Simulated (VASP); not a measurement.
# MgB2 (P6/mmm) in VASP: notebook, part 2 of 2

VASP 6.6.1.

**4. Relaxation of shape and atoms at fixed volume, PBEsol (9.85 Å³/atom)**

This run uses another cell than the first one, of 9.85 Å³/atom.

The input, INCAR:

```
SYSTEM = MgB2
PREC = Accurate
ENCUT = 600
EDIFF = 1E-6
ISMEAR = 0
SIGMA = 0.05
LREAL = .FALSE.
LASPH = .TRUE.
NELM = 80
ALGO = Normal
ISIF = 4
LWAVE = .FALSE.
LCHARG = .FALSE.
GGA = PS
IBRION = 2
NSW = 60
EDIFFG = -0.01
```

The input, KPOINTS:

```
regular mesh
0
G
  12 12 10
  0 0 0
```

The input, POSCAR:

```
MgB2
1.0
    3.1031332278      0.0000000000      0.0000000000
   -1.5515666139      2.6873922066      0.0000000000
    0.0000000000      0.0000000000      3.5423883577
Mg B
1 2
Direct
    0.0000000000      0.0000000000      0.0000000000
    0.3333333333      0.6666666667      0.5000000000
    0.6666666667      0.3333333333      0.5000000000
```

Potentials or basis: VASP PAW PBE potentials, release 64 (Mg, B).

Started as:

```
cat potpaw_PBE.64/Mg/POTCAR potpaw_PBE.64/B/POTCAR > POTCAR
mpirun -np 1 vasp_std > vasp.out
```

OUTCAR:

```text
SYSTEM = MgB2
   PREC = Accurate
   ENCUT = 600
   EDIFF = 1E-6
   ISMEAR = 0
   LREAL = .FALSE.
   LASPH = .TRUE.
   NELM = 80
   ISIF = 4
   GGA = PS
   IBRION = 2
   NSW = 60
   EDIFFG = -0.01

 ion  position               nearest neighbor table
   1  0.000  0.000  0.000-   2 2.52   3 2.52   2 2.52   3 2.52   2 2.52   2 2.52   3 2.52   3 2.52
                             3 2.52   3 2.52   2 2.52   2 2.52
   2  0.333  0.667  0.500-   3 1.79   3 1.79   3 1.79   1 2.52   1 2.52   1 2.52   1 2.52   1 2.52
                             1 2.52
   3  0.667  0.333  0.500-   2 1.79   2 1.79   2 1.79   1 2.52   1 2.52   1 2.52   1 2.52   1 2.52
                             1 2.52

  LATTYP: Found a hexagonal cell.
 ALAT       =     3.1031332278
 C/A-ratio  =     1.1415521338

  Lattice vectors:

 A1 = (   3.1031332278,   0.0000000000,   0.0000000000)
 A2 = (  -1.5515666139,   2.6873922066,   0.0000000000)
 A3 = (   0.0000000000,   0.0000000000,   3.5423883577)

Analysis of symmetry for initial positions (statically):
=====================================================================
 Subroutine PRICEL returns:
 Original cell was already a primitive cell.

[... 229 lines left out ...]
      1      -7.2238      2.00000
      2       2.1489      2.00000
      3       5.4515      0.00000
      4       5.4515      0.00000
      5       6.6228      0.00000
      6      11.3072      0.00000
      7      11.3072      0.00000
      8      13.0494      0.00000
[... 243 lines left out ...]
 k-point    24 :       0.3333   -0.0000    0.1000
  band No.  band energies     occupation
      1      -5.2648      2.00000
      2       0.0919      2.00000
      3       3.3304      2.00000
      4       3.4060      2.00000
      5       8.7638      0.00000
      6       9.6529      0.00000
      7      10.2913      0.00000
      8      14.2105      0.00000

 [... further k-points ...]

------------------------ aborting loop because EDIFF is reached ----------------------------------------

  FORCE on cell =-STRESS in cart. coord.  units (eV):
  Direction    XX          YY          ZZ          XY          YZ          ZX
  --------------------------------------------------------------------------------------
  -------------------------------------------------------------------------------------
  Total       -1.0106328     -1.0106328     -1.0173162      0.0000000     -0.0000000     -0.0000000
  in kB      -54.8120834    -54.8120834    -55.1745625      0.0000000     -0.0000000     -0.0000000
  external PRESSURE =     -54.9329098 kB  Pullay stress =       0.0000000 kB

 VOLUME and BASIS-vectors are now :
 -----------------------------------------------------------------------------
  energy-cutoff  :      600.00
  volume of cell :       29.54
      direct lattice vectors                 reciprocal lattice vectors
     3.099937108  0.000000000  0.000000000     0.322587190  0.186245801 -0.000000000
    -1.549968554  2.684624285 -0.000000000    -0.000000000  0.372491602  0.000000000
     0.000000000 -0.000000000  3.549696722    -0.000000000  0.000000000  0.281714208

 POSITION                                       TOTAL-FORCE (eV/Angst)
 -----------------------------------------------------------------------------------
      1.54997      2.68462      3.54970         0.000000      0.000000      0.000000
     -0.00000      1.78975      1.77485         0.000000     -0.000000     -0.000000
      1.54997      0.89487      1.77485        -0.000000      0.000000      0.000000
 -----------------------------------------------------------------------------------
    total drift:                                0.000000     -0.000000     -0.000000

  FREE ENERGIE OF THE ION-ELECTRON SYSTEM (eV)
  ---------------------------------------------------
  free  energy   TOTEN  =       -16.2044993354 eV

  energy  without entropy=      -16.2041356192  energy(sigma->0) =      -16.20431748

 reached required accuracy - stopping structural energy minimisation
```

OSZICAR:

```text
N       E                     dE             d eps       ncg     rms          rms(c)
DAV:   1     0.757908613585E+01    0.75791E+01   -0.42599E+03  1904   0.947E+02
DAV:   2    -0.174358760351E+02   -0.25015E+02   -0.23871E+02  2680   0.117E+02
DAV:   3    -0.177574834809E+02   -0.32161E+00   -0.32155E+00  2408   0.163E+01
DAV:   4    -0.177579689642E+02   -0.48548E-03   -0.48547E-03  2848   0.593E-01
DAV:   5    -0.177579695579E+02   -0.59374E-06   -0.59339E-06  2424   0.116E-02    0.506E+00
DAV:   6    -0.164390394484E+02    0.13189E+01   -0.22265E+00  1992   0.798E+00    0.245E+00
DAV:   7    -0.162149656634E+02    0.22407E+00   -0.11906E+00  2208   0.575E+00    0.737E-01
DAV:   8    -0.162134054401E+02    0.15602E-02   -0.14840E-01  2016   0.236E+00    0.409E-01
DAV:   9    -0.162043189012E+02    0.90865E-02   -0.31564E-02  2096   0.962E-01    0.499E-02
DAV:  10    -0.162043264327E+02   -0.75315E-05   -0.94967E-04  2584   0.225E-01    0.241E-02
DAV:  11    -0.162043142736E+02    0.12159E-04   -0.13581E-04  2016   0.682E-02    0.642E-03
DAV:  12    -0.162043110383E+02    0.32353E-05   -0.14590E-05  2184   0.221E-02    0.647E-04
DAV:  13    -0.162043110717E+02   -0.33406E-07   -0.16361E-07  1328   0.370E-03
   1 F= -.16204311E+02 E0= -.16204125E+02  d E =-.162043E+02
       N       E                     dE             d eps       ncg     rms          rms(c)
DAV:   1    -0.162046573049E+02   -0.34627E-03   -0.61256E-03  2552   0.606E-01    0.478E-02
DAV:   2    -0.162045275190E+02    0.12979E-03   -0.27613E-04  2544   0.107E-01    0.222E-02
DAV:   3    -0.162044998781E+02    0.27641E-04   -0.11918E-04  2224   0.589E-02    0.477E-03
DAV:   4    -0.162044993354E+02    0.54265E-06   -0.43725E-06  2120   0.158E-02
   2 F= -.16204499E+02 E0= -.16204317E+02  d E =-.188264E-03
```

Run time: 77 s. Hardware: 1 thread of Intel Xeon 8259CL, shared host; peak memory 0.18 GiB.

What came out:

```
Free energy               : -16.2045 eV
Energy gained by relaxing : 0.1 meV/atom
Ionic steps               : 2
Pressure after relaxing   : -5.5 GPa
Band gap on the k mesh    : zero (bands 4 and 5 overlap by 3.76 eV)
```

Step by step:
| step | energy change (eV) | largest force (eV/Å) | pressure (GPa) | volume (Å³) |
| --- | --- | --- | --- | --- |
| 1 | 0.0000 | 0.0000 | -5.64 | 29.54 |
| 2 | -0.0002 | 0.0000 | -5.49 | 29.54 |

Final structure:
```
Mg B
1.0
     3.09994    0.00000    0.00000
    -1.54997    2.68462    0.00000
     0.00000    0.00000    3.54970
Mg B
1 2
Direct
  0.00000 0.00000 0.00000
  0.33333 0.66667 0.50000
  0.66667 0.33333 0.50000
```

Caveat: the PAW data sets were made with another functional, which shifts forces and pressure a little.

**5. The runs side by side**

```csv
task,cell,gap on the mesh (eV),pressure (GPa)
relaxation of shape and atoms at fixed volume,"relaxed from a = 3.087, b = 3.087, c = 3.511 Å, angles 90.0, 90.0, 120.0°, 3 atoms",none,-2.9
relaxation of cell and atoms,"relaxed from a = 3.095, b = 3.095, c = 3.535 Å, angles 90.0, 90.0, 120.0°, 3 atoms",none,0.0
relaxation of shape and atoms at fixed volume,"relaxed from a = 3.103, b = 3.103, c = 3.542 Å, angles 90.0, 90.0, 120.0°, 3 atoms",none,-5.5
```

Alike in all rows: level PBEsol; potentials or basis VASP PAW PBE potentials, release 64 (Mg, B); no spin polarisation; k mesh 12 × 12 × 10; cutoff (eV) 600; smearing gaussian 0.05 eV.

Caveats: the PAW data sets were made with another functional, which shifts forces and pressure a little.

Total energies depend on the potentials used, so only differences within one code and one set of settings carry meaning.
